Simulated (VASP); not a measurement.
# MgF2 (P4_2/mnm) in VASP: a series of runs

The runs below take MgF2 through relaxation of cell and atoms, single point, with PBEsol, LDA, PBE.

Program: VASP 6.6.1. These are calculated values, not measurements. Logs are shortened: lines on timing, memory, paths and dates and some standing lists are left out, and cuts for length are marked.

**1. The cell of the first run**

The structure is tetragonal, space group P4_2/mnm (No. 136). The conventional cell has a = 4.625 Å, b = 4.625 Å, c = 3.052 Å, α = 90.00°, β = 90.00°, γ = 90.00°. Within 2.6 Å of Mg (site symmetry mmm) lie 6 F at 1.98 to 2.00 Å. F (site symmetry m2m) has 3 Mg at 1.98 to 2.00 Å and 1 F at 2.58 Å within 2.6 Å.

**2. Relaxation of cell and atoms, PBEsol**

Input file INCAR:

```
PREC     = Accurate       # precision mode
ENCUT    = 600            # plane-wave cutoff, eV
EDIFF    = 1E-7           # SCF threshold, eV
ISMEAR   = -1             # smearing method
SIGMA    = 0.02           # smearing width, eV
LREAL    = False          # projectors in reciprocal space
LASPH    = True           # aspherical terms in the spheres
NELM     = 120            # most SCF steps
ALGO     = Normal         # electronic algorithm
ISIF     = 3              # what is computed and relaxed
LWAVE    = False          # write WAVECAR
LCHARG   = False          # write CHGCAR
GGA      = PS             # functional
IBRION   = 2              # ionic algorithm
NSW      = 80             # ionic steps
EDIFFG   = -0.01          # ionic threshold
GGA_COMPAT= False        
NELMIN   = 4
```

Input file KPOINTS:

```
Automatic mesh
0
Gamma
  6 6 8
```

Input file POSCAR:

```
MgF2
1.0
    4.6250000000      0.0000000000      0.0000000000
    0.0000000000      4.6250000000      0.0000000000
    0.0000000000      0.0000000000      3.0520000000
Mg F
2 4
Direct
    0.0000000000      0.0000000000      0.0000000000
    0.5000000000      0.5000000000      0.5000000000
    0.3030000000      0.3030000000      0.0000000000
    0.1970000000      0.8030000000      0.5000000000
    0.6970000000      0.6970000000      0.0000000000
    0.8030000000      0.1970000000      0.5000000000
```

Potentials or basis: VASP PAW PBE potentials, release 64 (Mg, F).

On the command line:

```bash
$ cat potpaw_PBE.64/Mg/POTCAR potpaw_PBE.64/F/POTCAR > POTCAR
$ mpirun -np 1 vasp_std > vasp.out
```

OUTCAR:

```text
PREC = Accurate
   ENCUT = 600
   EDIFF = 1E-7
   ISMEAR = -1
   LREAL = False
   LASPH = True
   NELM = 120
   ISIF = 3
   GGA = PS
   IBRION = 2
   NSW = 80
   EDIFFG = -0.01
   NELMIN = 4

 ion  position               nearest neighbor table
   1  0.000  0.000  0.000-   3 1.98   5 1.98   4 2.00   6 2.00   4 2.00   6 2.00   2 3.61   2 3.61
                             2 3.61   2 3.61   2 3.61   2 3.61   2 3.61   2 3.61
   2  0.500  0.500  0.500-   4 1.98   6 1.98   5 2.00   3 2.00   3 2.00   5 2.00   1 3.61   1 3.61
                             1 3.61   1 3.61   1 3.61   1 3.61   1 3.61   1 3.61
   3  0.303  0.303  0.000-   1 1.98   2 2.00   2 2.00
   4  0.197  0.803  0.500-   2 1.98   1 2.00   1 2.00
   5  0.697  0.697  0.000-   1 1.98   2 2.00   2 2.00
   6  0.803  0.197  0.500-   2 1.98   1 2.00   1 2.00

  LATTYP: Found a simple tetragonal cell.
 ALAT       =     4.6250000000
 C/A-ratio  =     0.6598918919

  Lattice vectors:

 A1 = (   4.6250000000,   0.0000000000,   0.0000000000)
 A2 = (   0.0000000000,   4.6250000000,   0.0000000000)
 A3 = (   0.0000000000,   0.0000000000,   3.0520000000)

Analysis of symmetry for initial positions (statically):
=====================================================================
 Subroutine PRICEL returns:
 Original cell was already a primitive cell.

 Routine SETGRP: Setting up the symmetry group for a
 simple tetragonal supercell.

 Subroutine GETGRP returns: Found 16 space group operations
 (whereof  8 operations were pure point group operations)
 out of a pool of 16 trial point group operations.

The static configuration has the point symmetry D_2h.
 The point group associated with its full space group is D_4h.

Analysis of symmetry for dynamics (positions and initial velocities):
=====================================================================
 Subroutine PRICEL returns:
 Original cell was already a primitive cell.

 Routine SETGRP: Setting up the symmetry group for a
 simple tetragonal supercell.

 Subroutine GETGRP returns: Found 16 space group operations
 (whereof  8 operations were pure point group operations)
 out of a pool of 16 trial point group operations.

The dynamic configuration has the point symmetry D_2h.
 The point group associated with its full space group is D_4h.

 Subroutine INISYM returns: Found 16 space group operations
 (whereof  8 operations are pure point group operations),
 and found     1 'primitive' translations

----------------------------------------------------------------------------------------

                                     Primitive cell

  volume of cell :      65.2842

  direct lattice vectors                    reciprocal lattice vectors
     4.625000000  0.000000000  0.000000000     0.216216216  0.000000000  0.000000000
     0.000000000  4.625000000  0.000000000     0.000000000  0.216216216  0.000000000
     0.000000000  0.000000000  3.052000000     0.000000000  0.000000000  0.327653997

  length of vectors
     4.625000000  4.625000000  3.052000000     0.216216216  0.216216216  0.327653997

  position of ions in fractional coordinates (direct lattice)
     0.000000000  0.000000000  0.000000000
     0.500000000  0.500000000  0.500000000
     0.303000000  0.303000000  0.000000000
     0.197000000  0.803000000  0.500000000
     0.697000000  0.697000000  0.000000000
     0.803000000  0.197000000  0.500000000

  ion indices of the primitive-cell ions
   primitive index   ion index
                 1           1
                 2           2
                 3           3
                 4           4
                 5           5
                 6           6

----------------------------------------------------------------------------------------
[... 83 lines left out ...]
   EMIN   =  10.00;   EMAX   =-10.00  energy-range for DOS
   EFERMI =   0.00;   METHOD = LEGACY
   ISMEAR =    -1;   SIGMA  =   0.02  broadening in eV -4-tet -1-fermi 0-gaus
   EFERMI_NEDOS =   21; number of points for ismear=-14 and -15
   IALGO  =     38    algorithm
   IMIX   =      4    mixing-type and parameters
     AMIX     =   0.40;   BMIX     =  1.00
     AMIX_MAG =   1.60;   BMIX_MAG =  1.00
  volume/ion in A,a.u.               =      10.88        73.43
  Fermi-wavevector in a.u.,A,eV,Ry     =   1.290790  2.439239 22.669184  1.666138
  Thomas-Fermi vector in A             =   2.422600
   LORBIT       =      0    0 simple, 1 ext, 2 COOP (PROOUT), +10 PAW based schemes
   GGA     = PS    functional components
   LHFCALC =     F    Hartree Fock is set to
   AEXX    =    0.0000 exact exchange contribution
   IVDW    =     0    specifies the selected vdW correction
   LEPSILON=     F    determine dielectric tensor
   LRPA    =     F    only Hartree local field effects (RPA)
 conjugate gradient relaxation of ions
 non-spin polarized calculation
  energy-cutoff  :      600.00
  volume of cell :       65.28
 maximum number of plane-waves:      2200
 NGX is ok and might be reduce to    40
   NGX = 19   NGY = 19   NGZ = 13

--------------------------------------- Ionic step        1  -------------------------------------------

 number of electron      32.0000022 magnetization

 Free energy of the ion-electron system (eV)
  ---------------------------------------------------
  ext. energy  EPLUGINS =         0.00000000
  ---------------------------------------------------
  free energy    TOTEN  =       -32.60983698 eV

  energy without entropy =      -32.60983698  energy(sigma->0) =      -32.60983698

------------------------ aborting loop because EDIFF is reached ----------------------------------------

  FORCE on cell =-STRESS in cart. coord.  units (eV):
  Direction    XX          YY          ZZ          XY          YZ          ZX
  --------------------------------------------------------------------------------------
  -------------------------------------------------------------------------------------
  Total       -0.0201931     -0.0201931      0.0085474     -0.0000000      0.0000000      0.0000000
  in kB       -0.4955697     -0.4955697      0.2097659     -0.0000000      0.0000000      0.0000000
  external PRESSURE =      -0.2604578 kB  Pullay stress =       0.0000000 kB

 VOLUME and BASIS-vectors are now :
 -----------------------------------------------------------------------------
  energy-cutoff  :      600.00
  volume of cell :       65.28
      direct lattice vectors                 reciprocal lattice vectors
     4.625000000  0.000000000  0.000000000     0.216216216  0.000000000  0.000000000
     0.000000000  4.625000000  0.000000000     0.000000000  0.216216216  0.000000000
     0.000000000  0.000000000  3.052000000     0.000000000  0.000000000  0.327653997

 POSITION                                       TOTAL-FORCE (eV/Angst)
 -----------------------------------------------------------------------------------
      0.00000      0.00000      0.00000         0.000000      0.000000      0.000000
      2.31250      2.31250      1.52600         0.000000      0.000000      0.000000
      1.40137      1.40137      0.00000         0.010933      0.010933      0.000000
      0.91113      3.71387      1.52600        -0.010933      0.010933      0.000000
      3.22363      3.22363      0.00000        -0.010933     -0.010933     -0.000000
      3.71387      0.91113      1.52600         0.010933     -0.010933     -0.000000
 -----------------------------------------------------------------------------------
    total drift:                                0.000000     -0.000000     -0.000000

  FREE ENERGIE OF THE ION-ELECTRON SYSTEM (eV)
  ---------------------------------------------------
  free  energy   TOTEN  =       -32.6098369763 eV

  energy  without entropy=      -32.6098369763  energy(sigma->0) =      -32.60983698

--------------------------------------- Ionic step        2  -------------------------------------------

 number of electron      32.0000022 magnetization

 Free energy of the ion-electron system (eV)
  ---------------------------------------------------
  ext. energy  EPLUGINS =         0.00000000
  ---------------------------------------------------
  free energy    TOTEN  =       -32.60987623 eV

  energy without entropy =      -32.60987623  energy(sigma->0) =      -32.60987623

 E-fermi :  -0.8837     XC(G=0):  -9.9918

 val. band max:       -1.3048637872   @ k =   0.0000   0.0000   0.0000
 cond. band min:       5.6224451020   @ k =   0.0000   0.0000   0.0000
 fundamental gap:      6.9273088892
 Fermi energy:        -0.8837033860

 k-point     1 :       0.0000    0.0000    0.0000
  band No.  band energies     occupation
      1     -21.9555      2.00000
      2     -21.1310      2.00000
      3     -21.1310      2.00000
      4     -21.0380      2.00000
      5      -5.4373      2.00000
      6      -3.8460      2.00000
[... 541 lines left out ...]
     19      13.0667      0.00000
     20      13.0667      0.00000

 [... further k-points ...]

------------------------ aborting loop because EDIFF is reached ----------------------------------------

  FORCE on cell =-STRESS in cart. coord.  units (eV):
  Direction    XX          YY          ZZ          XY          YZ          ZX
  --------------------------------------------------------------------------------------
  -------------------------------------------------------------------------------------
  Total       -0.0079495     -0.0079495      0.0191283     -0.0000000      0.0000000      0.0000000
  in kB       -0.1951438     -0.1951438      0.4695588     -0.0000000      0.0000000      0.0000000
  external PRESSURE =       0.0264237 kB  Pullay stress =       0.0000000 kB

 VOLUME and BASIS-vectors are now :
 -----------------------------------------------------------------------------
  energy-cutoff  :      600.00
  volume of cell :       65.27
      direct lattice vectors                 reciprocal lattice vectors
     4.624249080 -0.000000000  0.000000000     0.216251327  0.000000000  0.000000000
    -0.000000000  4.624249080  0.000000000     0.000000000  0.216251327  0.000000000
     0.000000000  0.000000000  3.052209748     0.000000000  0.000000000  0.327631481

 POSITION                                       TOTAL-FORCE (eV/Angst)
 -----------------------------------------------------------------------------------
      0.00000      0.00000      0.00000         0.000000     -0.000000     -0.000000
      2.31212      2.31212      1.52610         0.000000     -0.000000     -0.000000
      1.40167      1.40167      0.00000         0.004883      0.004883     -0.000000
      0.91045      3.71380      1.52610        -0.004883      0.004883     -0.000000
      3.22257      3.22257      3.05221        -0.004883     -0.004883      0.000000
      3.71380      0.91045      1.52610         0.004883     -0.004883      0.000000
 -----------------------------------------------------------------------------------
    total drift:                                0.000000     -0.000000      0.000000

  FREE ENERGIE OF THE ION-ELECTRON SYSTEM (eV)
  ---------------------------------------------------
  free  energy   TOTEN  =       -32.6098762308 eV

  energy  without entropy=      -32.6098762308  energy(sigma->0) =      -32.60987623

 reached required accuracy - stopping structural energy minimisation
```

It took 34 s on 1 thread of Intel Xeon 6975P-C (Granite Rapids), shared host; peak memory 0.23 GiB.

Results:

```
Free energy                           : -32.6099 eV
Relaxed volume                        : 10.88 Å³/atom
Relaxed cell                          : a = 4.624 Å, b = 4.624 Å, c = 3.052 Å, α = 90.00°, β = 90.00°, γ = 90.00°
Space group after relaxing (to 0.1 Å) : P4_2/mnm (No. 136)
Energy gained by relaxing             : 0.0 meV/atom
Ionic steps                           : 2
Pressure after relaxing               : 0.0 GPa
Largest force after relaxing          : 0.007 eV/Å
Band gap on the k mesh                : 6.93 eV
```

Forces in eV/Å, atoms in the order of the input:
```
Mg   0.000  0.000  0.000
Mg   0.000  0.000  0.000
F    0.005  0.005  0.000
F   -0.005  0.005  0.000
F   -0.005 -0.005  0.000
F    0.005 -0.005  0.000
```

Final structure:
```
CELL_PARAMETERS angstrom
4.62425 0.00000 0.00000
0.00000 4.62425 0.00000
0.00000 0.00000 3.05221
ATOMIC_POSITIONS crystal
Mg 0.00000 0.00000 0.00000
Mg 0.50000 0.50000 0.50000
F 0.30311 0.30311 0.00000
F 0.19689 0.80311 0.50000
F 0.69689 0.69689 0.00000
F 0.80311 0.19689 0.50000
```

Caveat: the PAW data sets were made with another functional, which shifts forces and pressure a little.

**3. Single point, LDA**

This run uses another cell than the first one, of 10.43 Å³/atom.

Input file INCAR:

```
PREC = Accurate
ENCUT = 600
EDIFF = 1E-6
ISMEAR = -1
SIGMA = 0.02
LREAL = F
LASPH = T
NELM = 120
ALGO = Normal
ISIF = 2
LWAVE = F
LCHARG = T
GGA = CA
LELF = T
LVHAR = T
NBANDS = 25
GGA_COMPAT = F
```

KPOINTS is that of step 2.

Input file POSCAR:

```
MgF2
1.0
    4.5572607896      0.0000000000      0.0000000000
    0.0000000000      4.5572607896      0.0000000000
    0.0000000000      0.0000000000      3.0134751784
Mg F
2 4
Direct
    0.0000000000      0.0000000000      0.0000000000
    0.5000000000      0.5000000000      0.5000000000
    0.3030112514      0.3030112514      0.0000000000
    0.1969887486      0.8030112514      0.5000000000
    0.6969887486      0.6969887486      0.0000000000
    0.8030112514      0.1969887486      0.5000000000
```

Potentials or basis: VASP PAW LDA potentials, release 64 (Mg, F).

On the command line:

```bash
$ cat potpaw_LDA.64/Mg/POTCAR potpaw_LDA.64/F/POTCAR > POTCAR
$ mpirun -np 1 vasp_std > vasp.out
```

Run time: 63 s. Hardware: 1 thread of Oxide Virtual Turin-like, shared host; peak memory 0.17 GiB.

Results (log left out):

```yaml
Free_energy: -35.0903 eV
Pressure: -2.2 GPa
Largest_force: 0.014 eV/Å
Band_gap_on_the_k_mesh: 7.05 eV
```

Forces in eV/Å, atoms in the order of the input:
```
Mg   0.000  0.000  0.000
Mg   0.000  0.000  0.000
F   -0.010 -0.010  0.000
F    0.010 -0.010  0.000
F    0.010  0.010  0.000
F   -0.010  0.010  0.000
```

Stress tensor (GPa, compression positive):
```
-2.24  0.00  0.00
 0.00 -2.24  0.00
 0.00  0.00 -1.99
```

Levels at points of the mesh, in eV from the valence-band top:
| k point | band 12 | band 13 | band 14 | band 15 | band 16 | band 17 | band 18 | band 19 | band 20 | band 21 |
| --- | --- | --- | --- | --- | --- | --- | --- | --- | --- | --- |
| (0.00, 0.00, 0.00) | -1.31 | -0.76 | -0.33 | -0.33 | 0.00 | 7.05 | 12.11 | 12.11 | 13.49 | 14.32 |
| (0.50, 0.00, 0.00) | -1.48 | -1.04 | -1.04 | -0.41 | -0.41 | 9.50 | 9.50 | 13.36 | 13.36 | 15.50 |
| (0.50, 0.50, 0.00) | -1.37 | -1.01 | -1.01 | -0.85 | -0.85 | 11.21 | 11.21 | 11.31 | 11.31 | 17.28 |
| (0.00, 0.00, 0.50) | -1.52 | -1.28 | -1.28 | -0.93 | -0.93 | 11.82 | 11.82 | 14.80 | 14.80 | 15.21 |
| (0.50, 0.00, 0.50) | -1.46 | -0.79 | -0.79 | -0.72 | -0.72 | 12.68 | 12.68 | 13.48 | 13.48 | 15.63 |
| (0.50, 0.50, 0.50) | -1.48 | -0.66 | -0.66 | -0.51 | -0.51 | 13.12 | 13.12 | 13.39 | 13.39 | 14.53 |

A k mesh can miss the band edges. Expect the measured gap to be larger: semilocal functionals such as LDA lack the derivative discontinuity.

[end of part 1 of 2]
